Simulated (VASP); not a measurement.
The system is Ga.

```
Ga
1.0
     2.26150   -3.83050    0.00000
     2.26150    3.83050    0.00000
     0.00000    0.00000    4.52400
Ga
4
Direct
  0.34510 0.65490 0.41900
  0.15490 0.84510 0.91900
  0.65490 0.34510 0.58100
  0.84510 0.15490 0.08100
```

Base run:

| Quantity | Value |
| --- | --- |
| Program | VASP 6.6.1 |
| Functional | PBEsol |
| Potentials or basis | VASP PAW PBE potentials, release 64 (Ga_d) |
| Cutoff | 520 eV |
| k mesh | 7 × 7 × 6 |
| Occupations | fermi-dirac, width 0.05 eV |
| Spin | no spin polarisation |

Its results: band gap on the k mesh zero (band 26 reaches 5.28 eV, above the bottom of band 27 at 3.98 eV); pressure -1.5 GPa; largest force 0.119 eV/Å.

The run is repeated on the same cell with these changes: functional from PBEsol to LDA; potentials or basis from VASP PAW PBE potentials, release 64 (Ga_d) to VASP PAW LDA potentials, release 64 (Ga_d). What comes out?

Band gap on the k mesh zero (band 26 reaches 5.17 eV, above the bottom of band 27 at 3.88 eV); pressure -3.6 GPa; largest force 0.139 eV/Å.

Caveats: the PAW data sets were made with another functional, which shifts forces and pressure a little (some runs).
